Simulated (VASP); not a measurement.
Wanted: the native input for a VASP 6.6.1 run.

* Task: single point
* Functional: r2SCAN
* Potentials or basis: VASP PAW PBE potentials, release 64 (W_sv)
* Cutoff: 550 eV
* k mesh: 8 × 8 × 8
* Occupations: fermi-dirac, width 0.1 eV
* Spin: no spin polarisation
* Dipole correction: no
* Further INCAR settings: ALGO = Normal; EDIFF = 1e-06; NBANDS = 13

The system is W.

```
W
1.0
    -1.59590    1.59590    1.59590
     1.59590   -1.59590    1.59590
     1.59590    1.59590   -1.59590
W
1
Direct
  0.00000 0.00000 0.00000
```

These files were run (other wordings do the same):

POSCAR

```
W
1.0
   -1.5959048000      1.5959048000      1.5959048000
    1.5959048000     -1.5959048000      1.5959048000
    1.5959048000      1.5959048000     -1.5959048000
W
1
Direct
    0.0000000000      0.0000000000      0.0000000000
```

INCAR.step1

```
ALGO = Normal
EDIFF = 1E-5
ENCUT = 550
GGA = PE
GGA_COMPAT = False
ISMEAR = -1
LASPH = True
LCHARG = False
LREAL = False
LWAVE = True
NBANDS = 13
NELM = 120
PREC = Accurate
SIGMA = 0.1
```

INCAR.step2

```
ALGO = Normal
EDIFF = 1E-6
ENCUT = 550
GGA_COMPAT = False
ISIF = 2
ISMEAR = -1
ISTART = 1
LASPH = True
LCHARG = False
LMIXTAU = True
LREAL = False
LWAVE = False
METAGGA = R2SCAN
NBANDS = 13
NELM = 120
PREC = Accurate
SIGMA = 0.1
```

KPOINTS

```
k-points
0
Gamma
  8 8 8
```

Potentials or basis: VASP PAW PBE potentials, release 64 (W_sv).

Launch:

```sh
$ cat potpaw_PBE.64/W_sv/POTCAR > POTCAR
$ cp INCAR.step1 INCAR
$ mpirun -np 1 vasp_std > vasp.out
$ cp INCAR.step2 INCAR
$ mpirun -np 1 vasp_std > vasp.out
```

It gave:

```json
{
  "Pressure": "-5.4 GPa",
  "Band gap on the k mesh": "zero (band 7 reaches 16.08 eV, above the bottom of band 8 at 9.69 eV)"
}
```

Caveat: the PAW data sets were made with another functional, which shifts forces and pressure a little; spin-orbit coupling is left out, which moves the levels of the heavy elements.

It took 43 s on 1 thread of Intel(R) Xeon(R) Platinum 8488C (Sapphire Rapids), on a shared host, peak memory 0.15 GiB.
